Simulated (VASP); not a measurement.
A run of VASP 6.6.1:

The input INCAR:

```
SYSTEM = Be
PREC = Accurate ; ENCUT = 600
EDIFF = 1E-7 ; ISMEAR = 0
SIGMA = 0.1 ; LREAL = .FALSE.
LASPH = .TRUE. ; NELM = 80
ALGO = Fast ; ISIF = 4
LWAVE = .FALSE. ; LCHARG = .FALSE.
GGA = PE ; IBRION = 2
NSW = 50 ; EDIFFG = -0.01
```

KPOINTS

```
regular mesh
0
G
  21 21 12
  0 0 0
```

POSCAR

```
Be
1.0
    2.2151988392      0.0000000000      0.0000000000
   -1.1075994196      1.9184184692      0.0000000000
    0.0000000000      0.0000000000      3.4963658439
Be
2
Direct
    0.3333333333      0.6666666667      0.2500000000
    0.6666666667      0.3333333333      0.7500000000
```

Potentials or basis: VASP PAW PBE potentials, release 64 (Be).

The run is started by

```bash
$ cat potpaw_PBE.64/Be/POTCAR > POTCAR
$ mpirun -np 1 vasp_std > vasp.out
```

Hardware: 1 thread of Intel(R) Xeon(R) Platinum 8488C (Sapphire Rapids), with other jobs on the host.

Question: How long does it take, and how much memory?

Answer: Wall time 28 s on 1 thread of Intel(R) Xeon(R) Platinum 8488C (Sapphire Rapids) (shared host), peak memory 0.15 GiB. Counts: scf iterations 17, k points 336, ion steps 2.
